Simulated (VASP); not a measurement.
# HfN in VASP: single point with r2SCAN

Aim: the single point of HfN with r2SCAN.

Program: VASP 6.6.1. These are calculated values, not measurements. Logs are shortened: lines on timing, memory, paths and dates and some standing lists are left out, and cuts for length are marked.

## 1. The cell of the first run

The cell holds a slab with vacuum, 10 atoms: a = 3.200 Å, b = 3.200 Å, c = 24.051 Å, α = 90.00°, β = 90.00°, γ = 90.00°.

## 2. Single point, r2SCAN

POSCAR reads:

```
HfN
1.0
    3.1999394349      0.0000000000      0.0000000000
    0.0000000000      3.1999394349      0.0000000000
    0.0000000000      0.0000000000     24.0507954953
Hf N
5 5
Direct
    0.5000000000      0.5000000000      0.3169054495
    0.0000000000      0.0000000000      0.4048567731
    0.5000000000      0.5000000000      0.5000000000
    0.0000000000      0.0000000000      0.5951432257
    0.5000000000      0.5000000000      0.6830945521
    0.0000000000      0.0000000000      0.3076648866
    0.5000000000      0.5000000000      0.4073170367
    0.0000000000      0.0000000000      0.5000000007
    0.5000000000      0.5000000000      0.5926829632
    0.0000000000      0.0000000000      0.6923351123
```

INCAR.step1 reads:

```
SYSTEM = HfN
ALGO = Normal
DIPOL = 0.5 0.5 0.500
EDIFF = 1E-4
ENCUT = 520
GGA = PE
IDIPOL = 3
ISMEAR = 0
LASPH = .TRUE.
LCHARG = .FALSE.
LDIPOL = .TRUE.
LREAL = .FALSE.
LWAVE = .TRUE.
NBANDS = 48
NELM = 100
PREC = Accurate
SIGMA = 0.1
```

INCAR.step2 reads:

```
SYSTEM = HfN
ALGO = Normal
DIPOL = 0.5 0.5 0.500
EDIFF = 1E-6
ENCUT = 520
IDIPOL = 3
ISIF = 2
ISMEAR = 0
ISTART = 1
LASPH = .TRUE.
LCHARG = .TRUE.
LDIPOL = .TRUE.
LELF = .TRUE.
LMIXTAU = .TRUE.
LREAL = .FALSE.
LVACPOTAV = .TRUE.
LVHAR = .TRUE.
LWAVE = .FALSE.
METAGGA = R2SCAN
NBANDS = 48
NELM = 100
PREC = Accurate
SIGMA = 0.1
```

KPOINTS reads:

```
k-points
0
G
  11 11 1
  0 0 0
```

Potentials or basis: VASP PAW PBE potentials, release 64 (Hf_pv, N).

Run with:

```console
cat potpaw_PBE.64/Hf_pv/POTCAR potpaw_PBE.64/N/POTCAR > POTCAR
cp INCAR.step1 INCAR
mpirun -np 1 vasp_std > vasp.out
cp INCAR.step2 INCAR
mpirun -np 1 vasp_std > vasp.out
```

OUTCAR:

```text
SYSTEM = HfN
   EDIFF = 1E-6
   ENCUT = 520
   ISIF = 2
   ISMEAR = 0
   ISTART = 1
   LASPH = .TRUE.
   LREAL = .FALSE.
   METAGGA = R2SCAN
   NELM = 100
   PREC = Accurate

 ion  position               nearest neighbor table
   1  0.500  0.500  0.317-   7 2.17   6 2.27   6 2.27   6 2.27   6 2.27   2 3.10   2 3.10   2 3.10
                             2 3.10
   2  0.000  0.000  0.405-   7 2.26   7 2.26   7 2.26   7 2.26   8 2.29   6 2.34   1 3.10   1 3.10
                             1 3.10   1 3.10   3 3.22   3 3.22   3 3.22   3 3.22
   3  0.500  0.500  0.500-   9 2.23   7 2.23   8 2.26   8 2.26   8 2.26   8 2.26   4 3.22   4 3.22
                             4 3.22   4 3.22   2 3.22   2 3.22   2 3.22   2 3.22
   4  0.000  0.000  0.595-   9 2.26   9 2.26   9 2.26   9 2.26   8 2.29  10 2.34   5 3.10   5 3.10
                             5 3.10   5 3.10   3 3.22   3 3.22   3 3.22   3 3.22
   5  0.500  0.500  0.683-   9 2.17  10 2.27  10 2.27  10 2.27  10 2.27   4 3.10   4 3.10   4 3.10
                             4 3.10
   6  0.000  0.000  0.308-   1 2.27   1 2.27   1 2.27   1 2.27   2 2.34
   7  0.500  0.500  0.407-   1 2.17   3 2.23   2 2.26   2 2.26   2 2.26   2 2.26
   8  0.000  0.000  0.500-   3 2.26   3 2.26   3 2.26   3 2.26   4 2.29   2 2.29
   9  0.500  0.500  0.593-   5 2.17   3 2.23   4 2.26   4 2.26   4 2.26   4 2.26
  10  0.000  0.000  0.692-   5 2.27   5 2.27   5 2.27   5 2.27   4 2.34

  LATTYP: Found a simple tetragonal cell.
 ALAT       =     3.1999394349
 C/A-ratio  =     7.5160158449

  Lattice vectors:

 A1 = (   3.1999394349,   0.0000000000,   0.0000000000)
 A2 = (   0.0000000000,   3.1999394349,   0.0000000000)
 A3 = (   0.0000000000,   0.0000000000,  24.0507954953)

Analysis of symmetry for initial positions (statically):
=====================================================================
 Subroutine PRICEL returns:
 Original cell was already a primitive cell.

 Routine SETGRP: Setting up the symmetry group for a
 simple tetragonal supercell.

 Subroutine GETGRP returns: Found 16 space group operations
 (whereof 16 operations were pure point group operations)
 out of a pool of 16 trial point group operations.

The static configuration has the point symmetry D_4h.

Analysis of symmetry for dynamics (positions and initial velocities):
=====================================================================
 Subroutine PRICEL returns:
 Original cell was already a primitive cell.

 Routine SETGRP: Setting up the symmetry group for a
 simple tetragonal supercell.

 Subroutine GETGRP returns: Found 16 space group operations
 (whereof 16 operations were pure point group operations)
 out of a pool of 16 trial point group operations.

The dynamic configuration has the point symmetry D_4h.

 Subroutine INISYM returns: Found 16 space group operations
 (whereof 16 operations are pure point group operations),
 and found     1 'primitive' translations

----------------------------------------------------------------------------------------

                                     Primitive cell

  volume of cell :     246.2708

  direct lattice vectors                    reciprocal lattice vectors
     3.199939435  0.000000000  0.000000000     0.312505915  0.000000000  0.000000000
     0.000000000  3.199939435  0.000000000     0.000000000  0.312505915  0.000000000
     0.000000000  0.000000000 24.050795495     0.000000000  0.000000000  0.041578666

  length of vectors
     3.199939435  3.199939435 24.050795495     0.312505915  0.312505915  0.041578666

  position of ions in fractional coordinates (direct lattice)
     0.500000000  0.500000000  0.316905449
     0.000000000  0.000000000  0.404856773
     0.500000000  0.500000000  0.500000000
     0.000000000  0.000000000  0.595143226
     0.500000000  0.500000000  0.683094552
     0.000000000  0.000000000  0.307664887
     0.500000000  0.500000000  0.407317037
     0.000000000  0.000000000  0.500000001
     0.500000000  0.500000000  0.592682963
     0.000000000  0.000000000  0.692335112

  ion indices of the primitive-cell ions
   primitive index   ion index
                 1           1
                 2           2
                 3           3
                 4           4
                 5           5
                 6           6
                 7           7
                 8           8
                 9           9
                10          10

----------------------------------------------------------------------------------------

 KPOINTS: k-points

Automatic generation of k-mesh.
 Grid dimensions read from file:
 generate k-points for:   11   11    1

 Generating k-lattice:

  Cartesian coordinates                     Fractional coordinates (reciprocal lattice)
     0.028409629  0.000000000  0.000000000     0.090909091  0.000000000  0.000000000
     0.000000000  0.028409629  0.000000000     0.000000000  0.090909091  0.000000000
     0.000000000  0.000000000  0.041578666     0.000000000  0.000000000  1.000000000

  Length of vectors
     0.028409629  0.028409629  0.041578666

  Shift w.r.t. Gamma in fractional coordinates (k-lattice)
     0.000000000  0.000000000  0.000000000

 Subroutine IBZKPT returns following result:
 ===========================================

 Found     21 irreducible k-points:

 Following reciprocal coordinates:
            Coordinates               Weight
  0.000000  0.000000  0.000000      1.000000
  0.090909  0.000000  0.000000      4.000000
  0.181818  0.000000  0.000000      4.000000
  0.272727  0.000000  0.000000      4.000000
  0.363636  0.000000  0.000000      4.000000
  0.454545  0.000000  0.000000      4.000000
[... 13 lines left out ...]
  0.454545  0.363636  0.000000      8.000000
  0.454545  0.454545  0.000000      4.000000
   k-points           NKPTS =     21   k-points in BZ     NKDIM =     21   number of bands    NBANDS=     48
   number of dos      NEDOS =    301   number of ions     NIONS =     10
   total plane-waves  NPLWV = 103680
   dimension x,y,z NGX =    24 NGY =   24 NGZ =  180
   dimension x,y,z NGXF=    48 NGYF=   48 NGZF=  360
   ions per type =               5   5
   NGX,Y,Z   is equivalent  to a cutoff of  12.47, 12.47, 12.44 a.u.
   NGXF,Y,Z  is equivalent  to a cutoff of  24.94, 24.94, 24.88 a.u.
 SYSTEM =  HfN
   PREC   = accura    normal or accurate (medium, high low for compatibility)
   ISTART =      1    job   : 0-new  1-cont  2-samecut
   ICHARG =      0    charge: 1-file 2-atom 10-const
   ISPIN  =      1    spin polarized calculation?
   LNONCOLLINEAR =      F non collinear calculations
   LSORBIT =      F    spin-orbit coupling
   LASPH  =      T    aspherical Exc in radial PAW
   ENCUT  =  520.0 eV  38.22 Ry    6.18 a.u.   5.95  5.95 44.72*2*pi/ulx,y,z
   NELM   =    100;   NELMIN=  2; NELMDL=  0     # of ELM steps
   EDIFF  = 0.1E-05   stopping-criterion for ELM
   LREAL  =      F    real-space projection
[... 7 lines left out ...]
   TEBEG  =    0.0;   TEEND  =   0.0 temperature during run
   PSTRESS=    0.0 pullay stress
   NELECT =      75.0000    total number of electrons
   NUPDOWN=      -1.0000    fix difference up-down
   EMIN   =  10.00;   EMAX   =-10.00  energy-range for DOS
   EFERMI =   0.00;   METHOD = LEGACY
   ISMEAR =     0;   SIGMA  =   0.10  broadening in eV -4-tet -1-fermi 0-gaus
   EFERMI_NEDOS =   21; number of points for ismear=-14 and -15
   IALGO  =     38    algorithm
   IMIX   =      4    mixing-type and parameters
     AMIX     =   0.40;   BMIX     =  1.00
     AMIX_MAG =   1.60;   BMIX_MAG =  1.00
  volume/ion in A,a.u.               =      24.63       166.19
  Fermi-wavevector in a.u.,A,eV,Ry     =   1.101432  2.081404 16.505934  1.213152
  Thomas-Fermi vector in A             =   2.237859
   LORBIT       =      0    0 simple, 1 ext, 2 COOP (PROOUT), +10 PAW based schemes
   METAGGA = R2SCAN    functional components
   LHFCALC =     F    Hartree Fock is set to
   AEXX    =    0.0000 exact exchange contribution
   IVDW    =     0    specifies the selected vdW correction
   LEPSILON=     F    determine dielectric tensor
   LRPA    =     F    only Hartree local field effects (RPA)
 non-spin polarized calculation
 Gauss-broadening in eV      SIGMA  =   0.10
  energy-cutoff  :      520.00
  volume of cell :      246.27
 maximum number of plane-waves:      6693
 NGX is ok and might be reduce to    24
   NGX = 11   NGY = 11   NGZ = 89

 number of electron      74.9999984 magnetization

 dipolmoment           0.000000      0.000000     -0.000000 electrons x Angstroem

 Free energy of the ion-electron system (eV)
  ---------------------------------------------------
  ext. energy  EPLUGINS =         0.00000000
  ---------------------------------------------------
  free energy    TOTEN  =      -289.00005787 eV

  energy without entropy =     -288.98346046  energy(sigma->0) =     -288.99175917

 E-fermi :   2.7435     XC(G=0):  -7.0501

 val. band max:        2.7337092997   @ k =   0.0909   0.0909   0.0000
 cond. band min:       2.7634874551   @ k =   0.4545   0.1818   0.0000
 fundamental gap:      0.0297781554
 Fermi energy:         2.7434907384

 k-point     1 :       0.0000    0.0000    0.0000
  band No.  band energies     occupation
      1     -30.4986      2.00000
      2     -30.4257      2.00000
      3     -30.3242      2.00000
      4     -30.0273      2.00000
      5     -30.0273      2.00000
      6     -29.9124      2.00000
[... 40 lines left out ...]
     47       4.9215      0.00000
     48       4.9297      0.00000

 k-point     2 :       0.0909    0.0000    0.0000
  band No.  band energies     occupation
      1     -30.4850      2.00000
      2     -30.4289      2.00000
      3     -30.3470      2.00000
      4     -30.0642      2.00000
      5     -30.0179      2.00000
      6     -29.9918      2.00000
[... 961 lines left out ...]
 k-point    21 :       0.4545    0.4545    0.0000
  band No.  band energies     occupation
      1     -30.4744      2.00000
      2     -30.4709      2.00000
      3     -30.3716      2.00000
      4     -30.3465      2.00000
      5     -30.2814      2.00000
      6     -30.2592      2.00000
[... 40 lines left out ...]
     47       7.7406      0.00000
     48       7.7972      0.00000

------------------------ aborting loop because EDIFF is reached ----------------------------------------

  FORCE on cell =-STRESS in cart. coord.  units (eV):
  Direction    XX          YY          ZZ          XY          YZ          ZX
  --------------------------------------------------------------------------------------
  -------------------------------------------------------------------------------------
  Total       -8.1711316     -8.1711316     -1.4114162      0.0000000      0.0000000      0.0000000
  in kB      -53.1593700    -53.1593700     -9.1823263      0.0000000      0.0000000      0.0000000
  external PRESSURE =     -38.5003554 kB  Pullay stress =       0.0000000 kB

 VOLUME and BASIS-vectors are now :
 -----------------------------------------------------------------------------
  energy-cutoff  :      520.00
  volume of cell :      246.27
      direct lattice vectors                 reciprocal lattice vectors
     3.199939435  0.000000000  0.000000000     0.312505915  0.000000000  0.000000000
     0.000000000  3.199939435  0.000000000     0.000000000  0.312505915  0.000000000
     0.000000000  0.000000000 24.050795495     0.000000000  0.000000000  0.041578666

 POSITION                                       TOTAL-FORCE (eV/Angst)
 -----------------------------------------------------------------------------------
      1.59997      1.59997      7.62183        -0.000000      0.000000      0.090473
      0.00000      0.00000      9.73713        -0.000000     -0.000000     -0.006909
      1.59997      1.59997     12.02540         0.000000     -0.000000      0.000000
      0.00000      0.00000     14.31367        -0.000000     -0.000000      0.006909
      1.59997      1.59997     16.42897         0.000000     -0.000000     -0.090473
      0.00000      0.00000      7.39959         0.000000     -0.000000      0.068197
      1.59997      1.59997      9.79630         0.000000      0.000000     -0.018170
      0.00000      0.00000     12.02540         0.000000     -0.000000      0.000000
      1.59997      1.59997     14.25450         0.000000      0.000000      0.018170
      0.00000      0.00000     16.65121        -0.000000     -0.000000     -0.068197
 -----------------------------------------------------------------------------------
    total drift:                                0.000000     -0.000000      0.000005

  FREE ENERGIE OF THE ION-ELECTRON SYSTEM (eV)
  ---------------------------------------------------
  free  energy   TOTEN  =      -289.0000578684 eV

  energy  without entropy=     -288.9834604640  energy(sigma->0) =     -288.99175917

 vacuum level on the upper side and lower side of the slab         4.961         4.961
```

It took 39 min on 1 thread of Oxide Virtual Turin-like, shared host; peak memory 0.43 GiB.

Results:

- Free energy: -289.0001 eV
- Largest force: 0.090 eV/Å
- Band gap on the k mesh: zero (an odd number of electrons rules out a gap without spin polarisation)

Forces in eV/Å, atoms in the order of the input:
```
Hf   0.000  0.000  0.090
Hf   0.000  0.000 -0.007
Hf   0.000  0.000  0.000
Hf   0.000  0.000  0.007
Hf   0.000  0.000 -0.090
N    0.000  0.000  0.068
N    0.000  0.000 -0.018
N    0.000  0.000  0.000
N    0.000  0.000  0.018
N    0.000  0.000 -0.068
```

Caveat: the PAW data sets were made with another functional, which shifts forces and pressure a little; spin-orbit coupling is left out, which moves the levels of the heavy elements; an odd number of electrons without spin polarisation forces a metal; a magnetic or distorted state may lie lower.

The gap in the log of VASP goes by the Fermi energy; the results here count the filled bands.